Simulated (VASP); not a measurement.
Hf, 1 atom in the cell. Symmetry: Im-3m, No. 229, cubic system. Conventional cell: a = 2.905 Å, b = 2.905 Å, c = 2.905 Å, α = 90.00°, β = 90.00°, γ = 90.00°. Hf (site symmetry m-3m) has 14 Hf at 2.52 to 2.90 Å within 3.3 Å.  This cell differs from its parent crystal: volume scaled by 0.6.

| Item | Value |
| --- | --- |
| Program | VASP 6.6.1 |
| Task | single point |
| Functional | LDA |
| Potentials or basis | VASP PAW LDA potentials, release 64 (Hf_pv) |
| Cutoff | 520 eV |
| k mesh | 17 × 17 × 17 |
| Occupations | fermi-dirac, width 0.08 eV |
| Spin | no spin polarisation |
| Dipole correction | no |
| Further INCAR settings | ALGO = Normal; EDIFF = 1e-06; NBANDS = 11 |

Potentials or basis: VASP PAW LDA potentials, release 64 (Hf_pv).

The run is started by

```console
$ cat potpaw_LDA.64/Hf_pv/POTCAR > POTCAR
$ mpirun -np 1 vasp_std > vasp.out
```

Hardware: 1 thread of Intel(R) Xeon(R) Platinum 8488C (Sapphire Rapids), with other jobs on the host.

Q: How long does it take, and how much memory?

A: Wall time 12 s on 1 thread of Intel(R) Xeon(R) Platinum 8488C (Sapphire Rapids), with other jobs on the host, peak memory 0.13 GiB. Counts: scf iterations 10, k points 165.
